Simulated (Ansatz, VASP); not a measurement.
Two plane-wave programs on SiC

The input INCAR:

```
SYSTEM = SiC
ALGO = Normal
EDIFF = 1E-7
EDIFFG = -0.01
ENCUT = 910
GGA = PE
GGA_COMPAT = .False.
IBRION = 2
ISIF = 3
ISMEAR = 0
LASPH = .True.
LCHARG = .False.
LREAL = .False.
LWAVE = .False.
NELM = 120
NELMIN = 4
NSW = 100
PREC = Accurate
SIGMA = 0.02
```

The input KPOINTS:

```
k-points
0
Gamma
  12 12 6
  0 0 0
```

The input POSCAR:

```
SiC
1.0
    3.0950049463      0.0000000000      0.0000000000
   -1.5475024731      2.6803529083      0.0000000000
    0.0000000000      0.0000000000      5.6843388287
Si C
1 1
Direct
    0.6666666667      0.3333333333      0.0000000000
    0.3333333333      0.6666666667      0.0000000000
```

Input for Ansatz:

```yaml
crystal:
  lattice:
    - [3.0950049463, 0.0, 0.0]
    - [-1.5475024731, 2.6803529083, 0.0]
    - [0.0, 0.0, 5.6843388287]
  atoms:
    - { symbol: Si, position: [0.6666666667, 0.3333333333, 0.0] }
    - { symbol: C, position: [0.3333333333, 0.6666666667, 0.0] }
basis:
  ecutwfc: 420
kpoints:
  mp_grid: { grid: [12, 12, 6] }
hamiltonian:
  xc: pbe
scf:
  occupations: { method: gaussian, width: 0.02 }
output:
  forces: true
  stress: true
  eigenvalues: true
  write_density: true
  write_potential: true
  elf: true
  volumetric_format: npy
relax:
  adjacent_minimum: "off"
  f_tol: 0.01
  max_steps: 80
  cell: { stress_tol: 0.05 }
```

Alike in both runs: task relaxation of cell and atoms; functional PBE; k mesh 12 × 12 × 6; occupations gaussian, width 0.02 eV; no spin polarisation.

|  | VASP | Ansatz |
| --- | --- | --- |
| version | VASP 6.6.1 | Ansatz 0.2.0 |
| potentials or method | VASP PAW PBE potentials, release 64 (Si, C_h), cutoff 910 eV | scalar-relativistic, plane waves, PAW |
| valence electrons in the cell | 8 | 8 |

|  | VASP | Ansatz | Ansatz less VASP |
| --- | --- | --- | --- |
| gap on the k mesh at the Fermi level, each at its own relaxed structure (eV) | 2.21 | 2.36 | +0.147 |
| relaxed volume (Å³/atom) | 21.35 | 23.19 | +1.844 |
| relaxed cell length with the largest relative difference (Å) | 5.144 | 5.585 | +0.4406 |

One of these differences is far larger than is usual between the two programs; its cause wasn't traced.

Noted on VASP's run: the cutoff is short for stress, so the pressure is rough.
